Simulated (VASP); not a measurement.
Crystal: AlN.

```xyz
2
Lattice="0.0000 2.1840 2.1840 2.1840 0.0000 2.1840 2.1840 2.1840 0.0000" Properties=species:S:1:pos:R:3 pbc="T T T"
Al   -0.3000   -0.1500    0.0000
N     3.2760    3.2760    3.2760
```

This cell differs from its parent crystal: atom 1 (Al) moved by (-0.300, -0.150) A along x and y.

Base run:

* Program: VASP 6.6.1
* Functional: LDA
* Potentials or basis: VASP PAW LDA potentials, release 64 (Al, N)
* Cutoff: 600 eV
* k mesh: 10 × 10 × 10
* Occupations: gaussian, width 0.05 eV
* Spin: no spin polarisation

Its results: band gap on the k mesh 2.42 eV (least direct gap 3.27 eV); pressure 11.3 GPa; largest force 6.081 eV/Å.

Q: The run is repeated on the same cell with these changes: functional from LDA to RPBE; potentials or basis from VASP PAW LDA potentials, release 64 (Al, N) to VASP PAW PBE potentials, release 64 (Al, N). What comes out?

A: Band gap on the k mesh 2.56 eV (least direct gap 3.27 eV); pressure 22.3 GPa; largest force 6.222 eV/Å.

Caveats: the cell stands under pressure; forces of over 1 eV/Å act on the atoms, so gaps and moduli don't describe the material at rest (at least some runs); the PAW data sets were made with another functional, which shifts forces and pressure a little (at least some runs).

A k mesh can miss the band edges.
